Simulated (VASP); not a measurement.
Runs of VASP 6.6.1 on Pt. The structure is that of space group Fm-3m (No. 225), or close to it. The cells are those of the table. 

```tsv
fixed moment (μB)	cell	pressure (GPa)	moment (μB)
0.4	a = 2.928 Å, angles 60.0°, 1 atom	-30.0	0.40
0.5	a = 2.928 Å, angles 60.0°, 1 atom	-29.7	0.50
0.5	a = 2.728 Å, angles 60.0°, 1 atom	16.1	0.50
0.1	a = 2.728 Å, angles 60.0°, 1 atom	14.7	0.10
0.3	a = 2.728 Å, angles 60.0°, 1 atom	(b)	0.30
0.15	a = 2.728 Å, angles 60.0°, 1 atom	14.8	0.15
0.1	a = 2.928 Å, angles 60.0°, 1 atom	-30.4	0.10
0.2	a = 2.728 Å, angles 60.0°, 1 atom	(a)	0.20
0.3	a = 2.928 Å, angles 60.0°, 1 atom	-30.2	0.30
0.4	a = 2.728 Å, angles 60.0°, 1 atom	15.6	0.40
0.2	a = 2.928 Å, angles 60.0°, 1 atom	-30.3	0.20
```

Alike in all rows: task single point; level PBEsol; potentials or basis VASP PAW PBE potentials, release 64 (Pt); spin collinear; k mesh 22 × 22 × 22; cutoff (eV) 520; smearing gaussian 0.15 eV.

Question: Estimate the missing entries.

Answer: (a) 14.9; (b) 15.2.

Caveats: the PAW data sets were made with another functional, which shifts forces and pressure a little; the total moment is fixed, so each spin has its own Fermi level and the state may be an excited one; the cell stands under pressure (at least some runs); the cell stands under tension (at least some runs).
